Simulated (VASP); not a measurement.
Input of a VASP 6.6.1 run:

The input INCAR:

```
SYSTEM = MoS2
  ALGO = Normal
  EDIFF = 1E-6
  ENCUT = 520
  GGA = PS
  ISIF = 2
  ISMEAR = 1
  LASPH = .True.
  LCHARG = .False.
  LREAL = .False.
  LWAVE = .False.
  NBANDS = 35
  NELM = 80
  PREC = Accurate
  SIGMA = 0.106
```

Contents of KPOINTS:

```
k-points
0
Gamma
  12 12 4
  0 0 0
```

File POSCAR:

```
MoS2
1.0
    3.2545410142      0.0000000000      0.0000000000
   -1.6272705071      2.8185151960      0.0000000000
    0.0000000000      0.0000000000     12.5566701412
Mo S
2 4
Direct
    0.3333333333      0.6666666667      0.2500000000
    0.6666666667      0.3333333333      0.7500000000
    0.3333333333      0.6666666667      0.6259932117
    0.6666666667      0.3333333333      0.1259932117
    0.3333333333      0.6666666667      0.8740067883
    0.6666666667      0.3333333333      0.3740067883
```

Potentials or basis: VASP PAW PBE potentials, release 64 (Mo_sv, S).

Run with:

```bash
$ cat potpaw_PBE.64/Mo_sv/POTCAR potpaw_PBE.64/S/POTCAR > POTCAR
$ mpirun -np 1 vasp_std > vasp.out
```

(1) Predict the pressure.

(2) Predict the band gap on the k mesh.

Answers

(1) -8.8 GPa.

(2) 0.73 eV (least direct gap 1.43 eV).

Caveat: the cell stands under tension; the PAW data sets were made with another functional, which shifts forces and pressure a little; this functional lacks dispersion, which binds layers or chains, so the pressure and a relaxed spacing across them are unreliable.
